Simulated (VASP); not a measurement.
# NiO (F-43m) in VASP: further runs

Aim: see how the results for NiO move with the level of theory and the settings. Levels: PBEsol-based screened hybrid, PBE. Tasks: single point.

Program: VASP 6.6.1. These are calculated values, not measurements. Logs are shortened: lines on timing, memory, paths and dates and some standing lists are left out, and cuts for length are marked.

### Step 1. The cell of the first run

The structure is cubic, space group F-43m (No. 216). Conventional cell: a = 4.567 Å, b = 4.567 Å, c = 4.567 Å, α = 90.00°, β = 90.00°, γ = 90.00°. Within 2.6 Å of Ni (site symmetry -43m) lie 4 O at 1.98 Å. O (site symmetry -43m) has 4 Ni at 1.98 Å within 2.6 Å.

### Step 2. Single point, PBEsol-based screened hybrid, collinear spin, ferromagnetic start

POSCAR reads:

```
NiO
1.0
    0.0000000000      2.2835484600      2.2835484600
    2.2835484600      0.0000000000      2.2835484600
    2.2835484600      2.2835484600      0.0000000000
Ni O
1 1
Direct
    0.0000000000      0.0000000000      0.0000000000
    0.2500000000      0.2500000000      0.2500000000
```

INCAR.step1 reads:

```
  ALGO = Normal
  EDIFF = 1E-5
  ENCUT = 520
  GGA = PE
  ISIF = 2
  ISMEAR = -1
  ISPIN = 2
  LASPH = T
  LCHARG = F
  LMAXMIX = 4
  LORBIT = 11
  LREAL = F
  LWAVE = T
  MAGMOM = 1 0
  NBANDS = 19
  NELM = 150
  PREC = Accurate
  SIGMA = 0.05
```

INCAR.step2 reads:

```
  AEXX = 0.25
  ALGO = Normal
  EDIFF = 1E-7
  ENCUT = 520
  GGA = PS
  HFSCREEN = 0.207
  ISIF = 2
  ISMEAR = -1
  ISPIN = 2
  ISTART = 1
  LASPH = T
  LCHARG = F
  LHFCALC = T
  LMAXMIX = 4
  LORBIT = 11
  LREAL = F
  LWAVE = F
  MAGMOM = 1 0
  NBANDS = 19
  NELM = 150
  PREC = Accurate
  PRECFOCK = Normal
  SIGMA = 0.05
```

KPOINTS reads:

```
k-points
0
Gamma
  5 5 5
```

Potentials or basis: VASP PAW PBE potentials, release 64 (Ni, O).

On the command line:

```console
$ cat potpaw_PBE.64/Ni/POTCAR potpaw_PBE.64/O/POTCAR > POTCAR
$ cp INCAR.step1 INCAR
$ mpirun -np 1 vasp_std > vasp.out
$ cp INCAR.step2 INCAR
$ mpirun -np 1 vasp_std > vasp.out
```

OUTCAR:

```text
AEXX = 0.25
   EDIFF = 1E-7
   ENCUT = 520
   GGA = PS
   HFSCREEN = 0.207
   ISIF = 2
   ISMEAR = -1
   ISPIN = 2
   ISTART = 1
   LASPH = T
   LHFCALC = T
   LORBIT = 11
   LREAL = F
   NELM = 150
   PREC = Accurate
   PRECFOCK = Normal

 ion  position               nearest neighbor table
   1  0.000  0.000  0.000-   2 1.98   2 1.98   2 1.98   2 1.98
   2  0.250  0.250  0.250-   1 1.98   1 1.98   1 1.98   1 1.98

  LATTYP: Found a face centered cubic cell.
 ALAT       =     4.5670969200

  Lattice vectors:

 A1 = (   0.0000000000,   2.2835484600,   2.2835484600)
 A2 = (   2.2835484600,   0.0000000000,   2.2835484600)
 A3 = (   2.2835484600,   2.2835484600,   0.0000000000)

Analysis of symmetry for initial positions (statically):
=====================================================================
 Subroutine PRICEL returns:
 Original cell was already a primitive cell.

 Routine SETGRP: Setting up the symmetry group for a
 face centered cubic supercell.

 Subroutine GETGRP returns: Found 24 space group operations
 (whereof 24 operations were pure point group operations)
 out of a pool of 48 trial point group operations.

The static configuration has the point symmetry T_d .

Analysis of symmetry for dynamics (positions and initial velocities):
=====================================================================
 Subroutine PRICEL returns:
 Original cell was already a primitive cell.

 Routine SETGRP: Setting up the symmetry group for a
 face centered cubic supercell.

 Subroutine GETGRP returns: Found 24 space group operations
 (whereof 24 operations were pure point group operations)
 out of a pool of 48 trial point group operations.

The dynamic configuration has the point symmetry T_d .

Analysis of structural, dynamic, and magnetic symmetry:
=====================================================================
 Subroutine PRICEL returns:
 Original cell was already a primitive cell.

 Routine SETGRP: Setting up the symmetry group for a
 face centered cubic supercell.

 Subroutine GETGRP returns: Found 24 space group operations
 (whereof 24 operations were pure point group operations)
 out of a pool of 48 trial point group operations.

The overall configuration has the point symmetry T_d .

 Subroutine INISYM returns: Found 24 space group operations
 (whereof 24 operations are pure point group operations),
 and found     1 'primitive' translations

----------------------------------------------------------------------------------------

                                     Primitive cell

  volume of cell :      23.8156

  direct lattice vectors                    reciprocal lattice vectors
     0.000000000  2.283548460  2.283548460    -0.218957473  0.218957473  0.218957473
     2.283548460  0.000000000  2.283548460     0.218957473 -0.218957473  0.218957473
     2.283548460  2.283548460  0.000000000     0.218957473  0.218957473 -0.218957473

  length of vectors
     3.229425202  3.229425202  3.229425202     0.379245468  0.379245468  0.379245468

  position of ions in fractional coordinates (direct lattice)
     0.000000000  0.000000000  0.000000000
     0.250000000  0.250000000  0.250000000

  ion indices of the primitive-cell ions
   primitive index   ion index
                 1           1
                 2           2

----------------------------------------------------------------------------------------

 KPOINTS: k-points

Automatic generation of k-mesh.
 Grid dimensions read from file:
 generate k-points for:    5    5    5

 Generating k-lattice:

  Cartesian coordinates                     Fractional coordinates (reciprocal lattice)
    -0.043791495  0.043791495  0.043791495     0.200000000  0.000000000  0.000000000
     0.043791495 -0.043791495  0.043791495     0.000000000  0.200000000  0.000000000
     0.043791495  0.043791495 -0.043791495     0.000000000  0.000000000  0.200000000

  Length of vectors
     0.075849094  0.075849094  0.075849094

  Shift w.r.t. Gamma in fractional coordinates (k-lattice)
     0.000000000  0.000000000  0.000000000

 Subroutine IBZKPT returns following result:
 ===========================================

 Found     10 irreducible k-points:

 Following reciprocal coordinates:
            Coordinates               Weight
  0.000000  0.000000  0.000000      1.000000
  0.200000  0.000000  0.000000      8.000000
  0.400000  0.000000  0.000000      8.000000
  0.200000  0.200000  0.000000      6.000000
  0.400000  0.200000  0.000000     24.000000
 -0.400000  0.200000  0.000000     24.000000
 -0.200000  0.200000  0.000000     12.000000
  0.400000  0.400000  0.000000      6.000000
 -0.400000  0.400000  0.000000     12.000000
 -0.400000  0.400000  0.200000     24.000000
   k-points           NKPTS =     10   k-points in BZ     NKDIM =    125   number of bands    NBANDS=     19
   number of dos      NEDOS =    301   number of ions     NIONS =      2
   total plane-waves  NPLWV =  13824
   dimension x,y,z NGX =    24 NGY =   24 NGZ =   24
   dimension x,y,z NGXF=    48 NGYF=   48 NGZF=   48
   ions per type =               1   1
   NGX,Y,Z   is equivalent  to a cutoff of  12.35, 12.35, 12.35 a.u.
   NGXF,Y,Z  is equivalent  to a cutoff of  24.71, 24.71, 24.71 a.u.
 SYSTEM =  unknown system
   PREC   = accura    normal or accurate (medium, high low for compatibility)
   ISTART =      1    job   : 0-new  1-cont  2-samecut
   ICHARG =      0    charge: 1-file 2-atom 10-const
   ISPIN  =      2    spin polarized calculation?
   LNONCOLLINEAR =      F non collinear calculations
   LSORBIT =      F    spin-orbit coupling
   LASPH  =      T    aspherical Exc in radial PAW
   ENCUT  =  520.0 eV  38.22 Ry    6.18 a.u.   6.00  6.00  6.00*2*pi/ulx,y,z
   NELM   =    150;   NELMIN=  2; NELMDL=  0     # of ELM steps
   EDIFF  = 0.1E-06   stopping-criterion for ELM
   LREAL  =      F    real-space projection
   EDIFFG = 0.1E-05   stopping-criterion for IOM
   NSW    =      0    number of steps for IOM
   IBRION =     -1    ionic relax: 0-MD 1-quasi-New 2-CG
   NFREE  =      0    steps in history (QN), initial steepest desc. (CG)
   ISIF   =      2    stress and relaxation
   ISYM   =      3    0-nonsym 1-usesym 2-fastsym
   POTIM  = 0.5000    time-step for ionic-motion
   TEBEG  =    0.0;   TEEND  =   0.0 temperature during run
   PSTRESS=    0.0 pullay stress
   NELECT =      16.0000    total number of electrons
   NUPDOWN=      -1.0000    fix difference up-down
   EMIN   =  10.00;   EMAX   =-10.00  energy-range for DOS
   EFERMI =   0.00;   METHOD = LEGACY
   ISMEAR =    -1;   SIGMA  =   0.05  broadening in eV -4-tet -1-fermi 0-gaus
   EFERMI_NEDOS =   21; number of points for ismear=-14 and -15
   IALGO  =     38    algorithm
   IMIX   =      1    mixing-type and parameters
     AMIX     =   0.40;   BMIX     =  1.00
     AMIX_MAG =   1.60;   BMIX_MAG =  1.00
  volume/ion in A,a.u.               =      11.91        80.36
  Fermi-wavevector in a.u.,A,eV,Ry     =   1.433820  2.709527 27.971393  2.055839
  Thomas-Fermi vector in A             =   2.553296
   LORBIT       =     11    0 simple, 1 ext, 2 COOP (PROOUT), +10 PAW based schemes
   GGA     = PS    functional components
   LHFCALC =     T    Hartree Fock is set to
   PRECFOCK=normal    Normal, Fast or Accurate (Low or Medium for compatibility)
   ENCUT4O =  -1.0   cutoff for four orbital integrals eV
   NKREDX  =     1    reduce k-point grid by
   NKREDY  =     1    reduce k-point grid by
   NKREDZ  =     1    reduce k-point grid by
   AEXX    =    0.2500 exact exchange contribution
   HFSCREEN=    0.2070 screening length (either q_TF or 0.3 A-1)
   HFSCREENC=   0.2070 screening length for correlation (either q_TF or 0.3 A-1)
   ENCUTFOCK=  -1.0 apply spherical cutoff to Coloumb kernel
   IVDW    =     0    specifies the selected vdW correction
   LEPSILON=     F    determine dielectric tensor
   LRPA    =     F    only Hartree local field effects (RPA)
 spin polarized calculation
  energy-cutoff  :      520.00
  volume of cell :       23.82
 maximum number of plane-waves:       656
  NGX = 20; NGY = 20; NGZ = 20

 number of electron      15.9999998 magnetization       1.9999533

 Free energy of the ion-electron system (eV)
  ---------------------------------------------------
  ext. energy  EPLUGINS =         0.00000000
  ---------------------------------------------------
  free energy    TOTEN  =       -15.58173312 eV

  energy without entropy =      -15.57263772  energy(sigma->0) =      -15.57718542

 E-fermi :   5.3261     XC(G=0):  -9.1644

 val. band max:        5.2995634922   @ k =  -0.4000   0.4000   0.2000
 cond. band min:       5.4914785292   @ k =  -0.2000   0.2000   0.0000
 fundamental gap:      0.1919150370
 Fermi energy:         5.3261289547

 spin component 1

 k-point     1 :       0.0000    0.0000    0.0000
  band No.  band energies     occupation
      1     -17.2854      1.00000
      2      -3.1043      1.00000
      3      -3.1043      1.00000
      4      -3.1042      1.00000
      5      -0.2579      1.00000
      6      -0.2579      1.00000
[... 11 lines left out ...]
     18      28.0950      0.00000
     19      28.0950      0.00000
[... 180 lines left out ...]
      2      -3.0767      1.00000
      3      -2.4509      1.00000
      4      -2.0986      1.00000
      5      -0.6571      1.00000
      6      -0.5380      1.00000
[... 11 lines left out ...]
     18      33.6598      0.00000
     19      34.0530      0.00000
 Fermi energy:         5.3261289547

 spin component 2

 k-point     1 :       0.0000    0.0000    0.0000
  band No.  band energies     occupation
      1     -16.4836      1.00000
      2      -0.7385      1.00000
      3      -0.7385      1.00000
      4      -0.7384      1.00000
      5       1.1087      1.00000
      6       1.1087      1.00000
[... 11 lines left out ...]
     18      28.2971      0.00000
     19      28.2972      0.00000
[... 181 lines left out ...]
      3      -1.1540      1.00000
      4      -0.4133      1.00000
      5       1.5539      1.00000
      6       1.9066      1.00000
[... 11 lines left out ...]
     18      33.9041      0.00000
     19      34.1765      0.00000

------------------------ aborting loop because EDIFF is reached ----------------------------------------

  FORCE on cell =-STRESS in cart. coord.  units (eV):
  Direction    XX          YY          ZZ          XY          YZ          ZX
  --------------------------------------------------------------------------------------
  -------------------------------------------------------------------------------------
  Total       -2.3895513     -2.3895513     -2.3895513      0.0000000     -0.0000000      0.0000000
  in kB     -160.7556527   -160.7556527   -160.7556527      0.0000000     -0.0000000      0.0000000
  external PRESSURE =    -160.7556527 kB  Pullay stress =       0.0000000 kB

 VOLUME and BASIS-vectors are now :
 -----------------------------------------------------------------------------
  energy-cutoff  :      520.00
  volume of cell :       23.82
      direct lattice vectors                 reciprocal lattice vectors
     0.000000000  2.283548460  2.283548460    -0.218957473  0.218957473  0.218957473
     2.283548460  0.000000000  2.283548460     0.218957473 -0.218957473  0.218957473
     2.283548460  2.283548460  0.000000000     0.218957473  0.218957473 -0.218957473

 POSITION                                       TOTAL-FORCE (eV/Angst)
 -----------------------------------------------------------------------------------
      0.00000      0.00000      0.00000         0.000000      0.000000      0.000000
      1.14177      1.14177      1.14177        -0.000000     -0.000000     -0.000000
 -----------------------------------------------------------------------------------
    total drift:                                0.000008     -0.000002      0.000003

  FREE ENERGIE OF THE ION-ELECTRON SYSTEM (eV)
  ---------------------------------------------------
  free  energy   TOTEN  =       -15.5817331155 eV

  energy  without entropy=      -15.5726377161  energy(sigma->0) =      -15.57718542

 total charge

# of ion       s       p       d       tot
------------------------------------------
    1        0.360   0.449   8.168   8.977
    2        1.549   3.431   0.000   4.980
--------------------------------------------------
tot          1.909   3.879   8.168  13.957

 magnetization (x)

# of ion       s       p       d       tot
------------------------------------------
    1       -0.009   0.017   1.637   1.646
    2        0.018   0.327   0.000   0.345
--------------------------------------------------
tot          0.009   0.344   1.637   1.991
```

Run time: 20 min. Hardware: 1 thread of Intel Xeon 6975P-C (Granite Rapids), shared host; peak memory 0.26 GiB.

What came out:

* Free energy: -15.5817 eV
* Pressure: -16.1 GPa
* Band gap on the k mesh: zero (filled and empty bands overlap)
* Net moment: 2.00 μB per cell
* Site moments: Ni +1.65; O +0.34 μB
* Valence electrons inside the program's atomic spheres: Ni 8.98; O 4.98

Levels at points of the mesh, in eV from the Fermi level:
Spin up:
```
           k point  band 5  band 6  band 7  band 8  band 9  band 10  band 11  band 12  band 13  band 14
(0.00, 0.00, 0.00)   -5.58   -5.58   -2.34   -2.34   -2.34     0.28    14.12    14.12    14.12    20.35
```
Spin down:
```
           k point  band 4  band 5  band 6  band 7  band 8  band 9  band 10  band 11
(0.00, 0.00, 0.00)   -6.06   -4.22   -4.22    0.39    2.19    2.19     2.19    14.33
```

Caveat: the k points lie up to 0.48 Å⁻¹ apart; the PAW data sets were made with another functional, which shifts forces and pressure a little; a cell with one magnetic atom can't hold antiferromagnetic order, which such compounds often take; semilocal functionals often make such compounds metallic where correlation or magnetic order opens a gap, which also shifts bond lengths.

### Step 3. Single point, PBE, collinear spin, ferromagnetic start

This run uses another cell than the first one, of 11.19 Å³/atom, 0.940 times its volume.

INCAR reads:

```
SYSTEM = NiO
  PREC = Accurate
  ENCUT = 600
  EDIFF = 1E-6
  ISMEAR = -1
  SIGMA = 0.05
  LREAL = .FALSE.
  LASPH = .TRUE.
  NELM = 200
  ALGO = Normal
  ISIF = 2
  LWAVE = .FALSE.
  LCHARG = .TRUE.
  ISPIN = 2
  MAGMOM = 1 0
  LORBIT = 11
  LMAXMIX = 4
  GGA = PE
  LELF = .TRUE.
  LVHAR = .TRUE.
  NBANDS = 23
  GGA_COMPAT = .FALSE.
```

KPOINTS reads:

```
regular mesh
0
G
  10 10 10
  0 0 0
```

POSCAR reads:

```
NiO
1.0
    0.0000000000      2.2369323500      2.2369323500
    2.2369323500      0.0000000000      2.2369323500
    2.2369323500      2.2369323500      0.0000000000
Ni O
1 1
Direct
    0.0000000000      0.0000000000      0.0000000000
    0.2500000000      0.2500000000      0.2500000000
```

Potentials or basis: VASP PAW PBE potentials, release 64 (Ni_sv_GW, O).

On the command line:

```console
$ cat potpaw_PBE.64/Ni_sv_GW/POTCAR potpaw_PBE.64/O/POTCAR > POTCAR
$ mpirun -np 1 vasp_std > vasp.out
```

Wall time 2.2 min (1 thread of Intel Xeon Platinum 8375C at 2.90GHz (Ice Lake), shared host); peak memory 0.21 GiB.

Results (log left out):

```
Free energy                                           : -12.5502 eV
Pressure                                              : -0.8 GPa
Net moment                                            : 1.93 μB per cell
Site moments                                          : Ni +1.52; O +0.36 μB
Valence electrons inside the program's atomic spheres : Ni 16.22; O 4.98
```

Levels at points of the mesh, in eV from the Fermi level:
Spin up:
```csv
k point,band 10,band 11,band 12,band 13,band 14,band 15,band 16,band 17
"(0.00, 0.00, 0.00)",-2.46,0.14,0.14,0.14,0.35,14.23,14.23,14.23
"(0.50, 0.00, 0.00)",-2.39,-2.39,-0.69,-0.69,5.79,7.25,13.73,13.73
"(0.50, 0.50, 0.00)",-2.17,-1.90,-1.90,-1.79,5.33,9.92,11.12,14.51
```
Spin down:
| k point | band 9 | band 10 | band 11 | band 12 | band 13 | band 14 |
| --- | --- | --- | --- | --- | --- | --- |
| (0.00, 0.00, 0.00) | -1.39 | -1.39 | 0.65 | 1.77 | 1.77 | 1.77 |
| (0.50, 0.00, 0.00) | -1.18 | -1.18 | -0.75 | 0.85 | 0.85 | 6.10 |
| (0.50, 0.50, 0.00) | -1.57 | -1.07 | -0.77 | -0.10 | -0.10 | 5.82 |

Caveat: a cell with one magnetic atom can't hold antiferromagnetic order, which such compounds often take; semilocal functionals often make such compounds metallic where correlation or magnetic order opens a gap, which also shifts bond lengths. With open d or f shells a metallic result of PBE can be an artefact of self-interaction; +U or a hybrid may open a gap.
